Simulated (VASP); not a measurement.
Here is a VASP 6.6.1 calculation.

Contents of INCAR:

```
SYSTEM = Cu
ALGO = Normal ; EDIFF = 1E-7
EDIFFG = -0.03 ; ENCUT = 600
GGA = PS ; IBRION = 2
ISIF = 3 ; ISMEAR = -1
LASPH = .TRUE. ; LCHARG = .FALSE.
LREAL = .FALSE. ; LWAVE = .FALSE.
NELM = 60 ; NSW = 50
PREC = Accurate ; PSTRESS = 200.0
SIGMA = 0.1
```

The input KPOINTS:

```
k-points
0
G
  10 10 10
  0 0 0
```

POSCAR

```
Cu
1.0
    2.3500000000      0.0000000000      0.0000000000
    0.0000000000      2.3500000000      0.0000000000
    0.0000000000      0.0000000000      2.3500000000
Cu
1
Direct
    0.0000000000      0.0000000000      0.0000000000
```

Potentials or basis: VASP PAW PBE potentials, release 64 (Cu).

Command:

```bash
$ cat potpaw_PBE.64/Cu/POTCAR > POTCAR
$ mpirun -np 1 vasp_std > vasp.out
```

(1) Estimate the space group after relaxing (to 0.05 Å).

(2) What does it give for the relaxed cell?

(3) What does it give for the relaxed volume?

Answers

(1) Pm-3m (No. 221).

(2) a = 2.269 Å, b = 2.269 Å, c = 2.269 Å, α = 90.00°, β = 90.00°, γ = 90.00°.

(3) 11.68 Å³/atom.

Caveat: the cell is relaxed towards a set pressure, so the enthalpy falls and the energy may rise; the PAW data sets were made with another functional, which shifts forces and pressure a little.
